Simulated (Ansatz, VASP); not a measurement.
## One calculation of MgCd3Te2, two programs

```
Mg Cd Te
1.0
     2.71551    1.56780    6.67503
    -2.71551    1.56780    6.67503
     0.00000   -3.13560    6.67503
Mg Cd Te
1 3 2
Direct
  0.00000 0.00000 0.00000
  0.00000 0.50000 0.00000
  0.50000 0.00000 0.00000
  0.00000 0.00000 0.50000
  0.61028 0.61028 0.61028
  0.38972 0.38972 0.38972
```

Change from the starting cell: species swapped into the Ce2FeRu3 type (R-3m, No. 166).

Alike in both runs: functional PBE; k mesh 6 × 6 × 6; occupations gaussian, width 0.1 eV; no spin polarisation.

Ansatz relaxed the structure, and its values are those at the end. VASP's run is a single point on that final structure, the one shown.

|  | VASP | Ansatz |
| --- | --- | --- |
| version | VASP 6.6.1 | Ansatz 0.2.0 |
| potentials or method | VASP PAW PBE potentials, release 64 (Mg, Cd, Te), cutoff 520 eV | scalar-relativistic, plane waves, PAW |
| valence electrons in the cell | 50 | 102 |

Ansatz gave:

- gap on the k mesh at the Fermi level (eV): none
- pressure (GPa): 0.0
- rms of the force components (eV/Å): 0.001

Task: Which values does VASP return?

Result: gap on the k mesh at the Fermi level (eV): none; pressure (GPa): 0.2; rms of the force components (eV/Å): 0.004.

A gap of «none» marks a metal or a gap that the smearing closes. VASP's potentials hold 50 valence electrons a cell and Ansatz's 102, so a difference there can come from the potentials and not from the codes.

Neither program's run includes spin-orbit coupling.
